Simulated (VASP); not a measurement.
# Cs3C2 (Pm-3m) in VASP: notebook, part 2 of 2

VASP 6.6.1. Earlier steps stand in the parts before.

### 3 Single point, PBE, collinear spin, ferromagnetic start

INCAR reads:

```
PREC = Accurate
ENCUT = 520
EDIFF = 1E-7
ISMEAR = 0
SIGMA = 0.1
LREAL = F
LASPH = T
NELM = 150
ALGO = Normal
ISIF = 2
LWAVE = F
LCHARG = F
ISPIN = 2
MAGMOM = 0 0 0 1.68 1.68
LORBIT = 11
GGA = PE
NBANDS = 30
```

KPOINTS reads:

```
regular mesh
0
Gamma
  6 6 6
```

POSCAR reads:

```
Cs3C2
1.0
    6.2081307611      0.0000000000      0.0000000000
    0.0000000000      6.2081307611      0.0000000000
    0.0000000000      0.0000000000      6.2081307611
Cs C
3 2
Direct
    0.0000000000      0.5000000000      0.5000000000
    0.5000000000      0.0000000000      0.5000000000
    0.5000000000      0.5000000000      0.0000000000
    0.5000000000      0.5000000000      0.5000000000
    0.0000000000      0.0000000000      0.0000000000
```

Potentials or basis: VASP PAW PBE potentials, release 64 (Cs_sv, C).

Command:

```sh
$ cat potpaw_PBE.64/Cs_sv/POTCAR potpaw_PBE.64/C/POTCAR > POTCAR
$ mpirun -np 1 vasp_std > vasp.out
```

OUTCAR:

```text
PREC = Accurate
   ENCUT = 520
   EDIFF = 1E-7
   ISMEAR = 0
   LREAL = F
   LASPH = T
   NELM = 150
   ISIF = 2
   ISPIN = 2
   LORBIT = 11
   GGA = PE

 ion  position               nearest neighbor table
   1  0.000  0.500  0.500-
   2  0.500  0.000  0.500-
   3  0.500  0.500  0.000-
   4  0.500  0.500  0.500-
   5  0.000  0.000  0.000-

  LATTYP: Found a simple cubic cell.
 ALAT       =     6.2081307611

  Lattice vectors:

 A1 = (   6.2081307611,   0.0000000000,   0.0000000000)
 A2 = (   0.0000000000,   6.2081307611,   0.0000000000)
 A3 = (   0.0000000000,   0.0000000000,   6.2081307611)

Analysis of symmetry for initial positions (statically):
=====================================================================
 Subroutine PRICEL returns:
 Original cell was already a primitive cell.

 Routine SETGRP: Setting up the symmetry group for a
 simple cubic supercell.

 Subroutine GETGRP returns: Found 48 space group operations
 (whereof 48 operations were pure point group operations)
 out of a pool of 48 trial point group operations.

The static configuration has the point symmetry O_h .

Analysis of symmetry for dynamics (positions and initial velocities):
=====================================================================
 Subroutine PRICEL returns:
 Original cell was already a primitive cell.

 Routine SETGRP: Setting up the symmetry group for a
 simple cubic supercell.

 Subroutine GETGRP returns: Found 48 space group operations
 (whereof 48 operations were pure point group operations)
 out of a pool of 48 trial point group operations.

The dynamic configuration has the point symmetry O_h .

Analysis of structural, dynamic, and magnetic symmetry:
=====================================================================
 Subroutine PRICEL returns:
 Original cell was already a primitive cell.

 Routine SETGRP: Setting up the symmetry group for a
 simple cubic supercell.

 Subroutine GETGRP returns: Found 48 space group operations
 (whereof 48 operations were pure point group operations)
 out of a pool of 48 trial point group operations.

The overall configuration has the point symmetry O_h .

 Subroutine INISYM returns: Found 48 space group operations
 (whereof 48 operations are pure point group operations),
 and found     1 'primitive' translations

----------------------------------------------------------------------------------------

                                     Primitive cell

  volume of cell :     239.2669

  direct lattice vectors                    reciprocal lattice vectors
     6.208130761  0.000000000  0.000000000     0.161079081  0.000000000  0.000000000
     0.000000000  6.208130761  0.000000000     0.000000000  0.161079081  0.000000000
     0.000000000  0.000000000  6.208130761     0.000000000  0.000000000  0.161079081

  length of vectors
     6.208130761  6.208130761  6.208130761     0.161079081  0.161079081  0.161079081

  position of ions in fractional coordinates (direct lattice)
     0.000000000  0.500000000  0.500000000
     0.500000000  0.000000000  0.500000000
     0.500000000  0.500000000  0.000000000
     0.500000000  0.500000000  0.500000000
[... 76 lines left out ...]
   EDIFF  = 0.1E-06   stopping-criterion for ELM
   LREAL  =      F    real-space projection
   EDIFFG = 0.1E-05   stopping-criterion for IOM
   NSW    =      0    number of steps for IOM
   IBRION =     -1    ionic relax: 0-MD 1-quasi-New 2-CG
   NFREE  =      0    steps in history (QN), initial steepest desc. (CG)
   ISIF   =      2    stress and relaxation
   ISYM   =      2    0-nonsym 1-usesym 2-fastsym
   POTIM  = 0.5000    time-step for ionic-motion
   TEBEG  =    0.0;   TEEND  =   0.0 temperature during run
   PSTRESS=    0.0 pullay stress
   NELECT =      35.0000    total number of electrons
   NUPDOWN=      -1.0000    fix difference up-down
   EMIN   =  10.00;   EMAX   =-10.00  energy-range for DOS
   EFERMI =   0.00;   METHOD = LEGACY
   ISMEAR =     0;   SIGMA  =   0.10  broadening in eV -4-tet -1-fermi 0-gaus
   EFERMI_NEDOS =   21; number of points for ismear=-14 and -15
   IALGO  =     38    algorithm
   IMIX   =      4    mixing-type and parameters
     AMIX     =   0.40;   BMIX     =  1.00
     AMIX_MAG =   1.60;   BMIX_MAG =  1.00
  volume/ion in A,a.u.               =      47.85       322.93
  Fermi-wavevector in a.u.,A,eV,Ry     =   0.862588  1.630055 10.123520  0.744058
  Thomas-Fermi vector in A             =   1.980412
   LORBIT       =     11    0 simple, 1 ext, 2 COOP (PROOUT), +10 PAW based schemes
   GGA     = PE    functional components
   LHFCALC =     F    Hartree Fock is set to
   AEXX    =    0.0000 exact exchange contribution
   IVDW    =     0    specifies the selected vdW correction
   LEPSILON=     F    determine dielectric tensor
   LRPA    =     F    only Hartree local field effects (RPA)
 spin polarized calculation
 Gauss-broadening in eV      SIGMA  =   0.10
  energy-cutoff  :      520.00
  volume of cell :      239.27
 maximum number of plane-waves:      6488
 NGX is ok and might be reduce to    48
   NGX = 23   NGY = 23   NGZ = 23

 number of electron      35.0000001 magnetization       5.0000609

 Free energy of the ion-electron system (eV)
  ---------------------------------------------------
  ext. energy  EPLUGINS =         0.00000000
  ---------------------------------------------------
  free energy    TOTEN  =       -11.62147945 eV

  energy without entropy =      -11.59646332  energy(sigma->0) =      -11.60897139

 E-fermi :   1.3714     XC(G=0):  -6.7397

 val. band max:        1.3584490079   @ k =   0.5000   0.1667   0.0000
 cond. band min:       1.3813123298   @ k =   0.3333   0.3333   0.3333
 fundamental gap:      0.0228633220
 Fermi energy:         1.3714311592

 spin component 1

 k-point     1 :       0.0000    0.0000    0.0000
  band No.  band energies     occupation
      1     -21.7489      1.00000
      2     -21.6391      1.00000
      3     -21.6391      1.00000
      4      -8.9143      1.00000
      5      -8.9143      1.00000
      6      -8.9143      1.00000
[... 629 lines left out ...]
     28       5.4521      0.00000
     29       5.4521      0.00000
 Fermi energy:         1.3714311592

 spin component 2

 k-point     1 :       0.0000    0.0000    0.0000
  band No.  band energies     occupation
      1     -21.7023      1.00000
      2     -21.5959      1.00000
      3     -21.5959      1.00000
      4      -8.8453      1.00000
      5      -8.8453      1.00000
      6      -8.8453      1.00000
[... 629 lines left out ...]
     28       6.1582      0.00000
     29       6.1582      0.00000
 [bands above 29 left out]

------------------------ aborting loop because EDIFF is reached ----------------------------------------

  FORCE on cell =-STRESS in cart. coord.  units (eV):
  Direction    XX          YY          ZZ          XY          YZ          ZX
  --------------------------------------------------------------------------------------
  -------------------------------------------------------------------------------------
  Total        0.1050045      0.1050045      0.1050045     -0.0000000     -0.0000000      0.0000000
  in kB        0.7031305      0.7031305      0.7031305     -0.0000000     -0.0000000      0.0000000
  external PRESSURE =       0.7031305 kB  Pullay stress =       0.0000000 kB

 VOLUME and BASIS-vectors are now :
 -----------------------------------------------------------------------------
  energy-cutoff  :      520.00
  volume of cell :      239.27
      direct lattice vectors                 reciprocal lattice vectors
     6.208130761  0.000000000  0.000000000     0.161079081  0.000000000  0.000000000
     0.000000000  6.208130761  0.000000000     0.000000000  0.161079081  0.000000000
     0.000000000  0.000000000  6.208130761     0.000000000  0.000000000  0.161079081

 POSITION                                       TOTAL-FORCE (eV/Angst)
 -----------------------------------------------------------------------------------
      0.00000      3.10407      3.10407         0.000000      0.000000      0.000000
      3.10407      0.00000      3.10407         0.000000      0.000000      0.000000
      3.10407      3.10407      0.00000         0.000000      0.000000      0.000000
      3.10407      3.10407      3.10407         0.000000      0.000000      0.000000
      0.00000      0.00000      0.00000         0.000000      0.000000      0.000000
 -----------------------------------------------------------------------------------
    total drift:                                0.000000     -0.000000     -0.000000

  FREE ENERGIE OF THE ION-ELECTRON SYSTEM (eV)
  ---------------------------------------------------
  free  energy   TOTEN  =       -11.6214794540 eV

  energy  without entropy=      -11.5964633179  energy(sigma->0) =      -11.60897139

 total charge

# of ion       s       p       d       tot
------------------------------------------
    1        1.841   4.679   0.049   6.569
    2        1.841   4.679   0.049   6.569
    3        1.841   4.679   0.049   6.569
    4        0.948   1.196   0.000   2.144
    5        0.967   1.097   0.000   2.063
--------------------------------------------------
tot          7.438  16.330   0.147  23.915

 magnetization (x)

# of ion       s       p       d       tot
------------------------------------------
    1        0.003   0.039   0.015   0.056
    2        0.003   0.039   0.015   0.056
    3        0.003   0.039   0.015   0.056
    4        0.039   0.870   0.000   0.909
    5        0.043   1.039   0.000   1.082
--------------------------------------------------
tot          0.089   2.026   0.044   2.160
```

Wall time 4.8 min (1 thread of Intel Xeon Platinum 8259CL at 2.50GHz (Skylake/Cascade Lake), shared host); peak memory 0.52 GiB.

Results:

* Free energy: -11.6215 eV
* Pressure: 0.1 GPa
* Band gap on the k mesh: zero (filled and empty bands overlap)
* Net moment: 5.00 μB per cell
* Site moments: Cs +0.06; C +0.91, +1.08 μB
* Valence electrons inside the program's atomic spheres: Cs 6.57; C 2.14, 2.06

Levels at points of the mesh, in eV from the Fermi level:
Spin up:
```
           k point  band 17  band 18  band 19  band 20  band 21  band 22  band 23  band 24
(0.00, 0.00, 0.00)    -1.28    -0.42    -0.42    -0.42     0.16     1.40     1.40     1.84
(0.50, 0.00, 0.00)    -1.36    -1.36    -0.56    -0.56     1.50     1.70     2.17     2.45
(0.50, 0.50, 0.00)    -1.44    -1.44    -1.43    -0.69     2.51     2.59     2.59     3.04
(0.50, 0.50, 0.50)    -1.89    -1.35    -1.35    -1.35     1.68     2.38     2.38     2.38
```
Spin down:
| k point | band 13 | band 14 | band 15 | band 16 | band 17 | band 18 |
| --- | --- | --- | --- | --- | --- | --- |
| (0.00, 0.00, 0.00) | -7.15 | -6.55 | 0.44 | 1.16 | 1.16 | 1.16 |
| (0.50, 0.00, 0.00) | -6.57 | -6.49 | -0.10 | 0.14 | 0.89 | 0.89 |
| (0.50, 0.50, 0.00) | -6.49 | -6.14 | -0.23 | -0.23 | 0.59 | 0.59 |
| (0.50, 0.50, 0.50) | -6.52 | -5.79 | -0.42 | -0.42 | -0.42 | 0.93 |

Caveat: spin-orbit coupling is left out, which moves the levels of the heavy elements.
